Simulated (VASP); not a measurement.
Set up this calculation in VASP 6.6.1, as the native input.

- Task: single point
- Functional: PBE
- Potentials or basis: VASP PAW PBE potentials, release 64 (Al, N)
- Cutoff: 520 eV
- k mesh: 10 × 10 × 10
- Occupations: gaussian, width 0.05 eV
- Spin: no spin polarisation
- Dipole correction: no
- Further INCAR settings: ALGO = Normal; EDIFF = 1e-06; NBANDS = 11

The structure of AlN lies in POSCAR:

```
AlN
1.0
    0.8539684525      2.6839008507      2.6839008507
    2.6839008507      0.8539684525      2.6839008507
    2.6839008507      2.6839008507      0.8539684525
Al N
1 1
Direct
    0.0000000000      0.0000000000      0.0000000000
    0.7500000000      0.7500000000      0.7500000000
```

This cell differs from its parent crystal: ratio of the length along [111] to the lengths across it x 1.7, volume and fractional coordinates fixed.

These files were run (other wordings do the same):

INCAR

```
PREC = Accurate
ENCUT = 520
EDIFF = 1E-6
ISMEAR = 0
SIGMA = 0.05
LREAL = False
LASPH = True
NELM = 60
ALGO = Normal
ISIF = 2
LWAVE = False
LCHARG = False
GGA = PE
NBANDS = 11
```

KPOINTS

```
Automatic mesh
0
Gamma
  10 10 10
```

Potentials or basis: VASP PAW PBE potentials, release 64 (Al, N).

Launch:

```bash
$ cat potpaw_PBE.64/Al/POTCAR potpaw_PBE.64/N/POTCAR > POTCAR
$ mpirun -np 1 vasp_std > vasp.out
```

It gave:

```yaml
Pressure: 58.0 GPa
Largest_force: 0.447 eV/Å
Band_gap_on_the_k_mesh: zero (band 4 reaches 7.77 eV, above the bottom of band 5 at 6.82 eV)
```

It took 18 s on 1 thread of Intel(R) Xeon(R) 6975P-C (Granite Rapids) (shared host), peak memory 0.17 GiB.
